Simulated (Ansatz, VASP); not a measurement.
MgCd3Se4: VASP beside Ansatz

INCAR

```
PREC = Accurate ; ENCUT = 520
EDIFF = 1E-6 ; ISMEAR = 0
SIGMA = 0.1 ; LREAL = False
LASPH = True ; NELM = 80
ALGO = Normal ; ISIF = 2
LWAVE = False ; LCHARG = False
GGA = PE ; NBANDS = 41
```

The input KPOINTS:

```
Automatic mesh
0
Gamma
  4 4 4
```

POSCAR

```
MgCd3Se4
1.0
    5.8676560200      0.0000000000      0.0000000000
    0.0000000000      5.8676560200      0.0000000000
    0.0000000000      0.0000000000      5.8676560200
Mg Cd Se
1 3 4
Direct
    0.5000000000      0.5000000000      0.5000000000
    0.0000000000      0.0000000000      0.5000000000
    0.0000000000      0.5000000000      0.0000000000
    0.5000000000      0.0000000000      0.0000000000
    0.7500000000      0.7500000000      0.7500000000
    0.7500000000      0.2500000000      0.2500000000
    0.2500000000      0.7500000000      0.2500000000
    0.2500000000      0.2500000000      0.7500000000
```

Input for Ansatz:

```yaml
crystal:
  lattice:
    - [5.86765602, 0.0, 0.0]
    - [0.0, 5.86765602, 0.0]
    - [0.0, 0.0, 5.86765602]
  atoms:
    - { symbol: Mg, position: [0.5, 0.5, 0.5] }
    - { symbol: Cd, position: [0.0, 0.0, 0.5] }
    - { symbol: Cd, position: [0.0, 0.5, 0.0] }
    - { symbol: Cd, position: [0.5, 0.0, 0.0] }
    - { symbol: Se, position: [0.75, 0.75, 0.75] }
    - { symbol: Se, position: [0.75, 0.25, 0.25] }
    - { symbol: Se, position: [0.25, 0.75, 0.25] }
    - { symbol: Se, position: [0.25, 0.25, 0.75] }
basis:
  ecutwfc: 420
kpoints:
  mp_grid: { grid: [4, 4, 4] }
hamiltonian:
  xc: pbe
scf:
  occupations: { method: gaussian, width: 0.1 }
  lower_state_search: "off"
output:
  forces: true
  stress: true
  eigenvalues: true
```

Alike in both runs: task single point; functional PBE; k mesh 4 × 4 × 4; occupations gaussian, width 0.1 eV; no spin polarisation.

|  | VASP | Ansatz |
| --- | --- | --- |
| version | VASP 6.6.1 | Ansatz 0.2.0 |
| potentials or method | VASP PAW PBE potentials, release 64 (Mg, Cd, Se), cutoff 520 eV | scalar-relativistic, plane waves, PAW |
| valence electrons in the cell | 62 | 134 |

```tsv
	VASP	Ansatz	Ansatz less VASP
gap on the k mesh at the Fermi level (eV)	1.31	1.31	-0.004
least direct gap on the mesh (eV)	1.31	1.31	-0.004
pressure (GPa)	9.2	8.8	-0.38
```

VASP's potentials hold 62 valence electrons a cell and Ansatz's 134, so a difference there can come from the potentials and not from the codes.
